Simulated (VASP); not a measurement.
A run of VASP 6.6.1 is set up as follows.

File INCAR:

```
SYSTEM = TiB2
ALGO = Normal
EDIFF = 1E-6
ENCUT = 520
GGA = PS
ISIF = 2
ISMEAR = -1
LASPH = .True.
LCHARG = .True.
LELF = .True.
LREAL = .False.
LVHAR = .True.
LWAVE = .False.
NBANDS = 16
NELM = 100
PREC = Accurate
SIGMA = 0.05
```

The input KPOINTS:

```
k-points
0
Gamma
  10 10 8
  0 0 0
```

The input POSCAR:

```
TiB2
1.0
    3.0292000000      0.0000000000      0.0000000000
   -1.5146000000      2.6233641531      0.0000000000
    0.0000000000      0.0000000000      3.2284000000
Ti B
1 2
Direct
   -0.0033710000     -0.0139150000     -0.0152660000
    0.6563980000      0.3134780000      0.5027410000
    0.3314890000      0.6664920000      0.4940860000
```

Potentials or basis: VASP PAW PBE potentials, release 64 (Ti_sv, B).

Command:

```sh
$ cat potpaw_PBE.64/Ti_sv/POTCAR potpaw_PBE.64/B/POTCAR > POTCAR
$ mpirun -np 1 vasp_std > vasp.out
```

Question: Estimate the pressure.

Answer: -4.0 GPa.

Question: What does it give for the largest force?

Answer: 0.954 eV/Å.

Question: Predict the band gap on the k mesh.

Answer: Zero (band 9 reaches 10.29 eV, above the bottom of band 10 at 9.72 eV).

Stress tensor (GPa, compression positive):
```
-4.53  0.06 -0.16
 0.06 -1.60  0.09
-0.16  0.09 -5.97
```

Caveat: the cell differs from its parent crystal (atoms moved at random); the PAW data sets were made with another functional, which shifts forces and pressure a little.
